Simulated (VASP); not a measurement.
Set up this calculation in VASP 6.6.1, as the native input.

| Quantity | Value |
| --- | --- |
| Task | single point |
| Functional | LDA |
| Potentials or basis | VASP PAW LDA potentials, release 64 (Hg, Te) |
| Cutoff | 520 eV |
| k mesh | 11 × 11 × 11 |
| Occupations | fermi-dirac, width 0.03 eV |
| Spin | no spin polarisation |
| Dipole correction | no |
| Further INCAR settings | ALGO = Normal; EDIFF = 1e-07; NBANDS = 16 |

The structure of HgTe lies in POSCAR:

```
HgTe
1.0
   -0.0967050000      3.1751475000      3.1751475000
    3.1751475000     -0.0967050000      3.1751475000
    3.1751475000      3.1751475000     -0.0967050000
Hg Te
1 1
Direct
    0.0000000000      0.0000000000      0.0000000000
    0.7500000000      0.7500000000      0.7500000000
```

This cell differs from its parent crystal: equal xy, yz and zx shear strains of -3 %.

One way to write it, as run:

INCAR

```
SYSTEM = HgTe
PREC     = Accurate       ! precision mode
ENCUT    = 520            ! plane-wave cutoff, eV
EDIFF    = 1E-7           ! SCF threshold, eV
ISMEAR   = -1             ! smearing method
SIGMA    = 0.03           ! smearing width, eV
LREAL    = .FALSE.        ! projectors in reciprocal space
LASPH    = .TRUE.         ! aspherical terms in the spheres
NELM     = 100            ! most SCF steps
ALGO     = Normal         ! electronic algorithm
ISIF     = 2              ! what is computed and relaxed
LWAVE    = .FALSE.        ! write WAVECAR
LCHARG   = .FALSE.        ! write CHGCAR
NBANDS   = 16             ! bands
```

KPOINTS

```
Automatic mesh
0
G
  11 11 11
  0 0 0
```

Potentials or basis: VASP PAW LDA potentials, release 64 (Hg, Te).

Launch:

```bash
$ cat potpaw_LDA.64/Hg/POTCAR potpaw_LDA.64/Te/POTCAR > POTCAR
$ mpirun -np 1 vasp_std > vasp.out
```

Results of the run:

```yaml
Pressure: 0.2 GPa
Largest_force: 0.356 eV/Å
Band_gap_on_the_k_mesh: 0.16 eV
```

Caveat: the cell differs from its parent crystal (equal xy, yz and zx shear strains of -3 %); spin-orbit coupling is left out, which moves the levels of the heavy elements; an odd mesh through Γ misses points on the zone boundary, where band edges can lie.

It took 81 s on 1 thread of AMD EPYC 9R45 96-Core Processor (Zen 5), with other jobs on the host, peak memory 0.27 GiB.
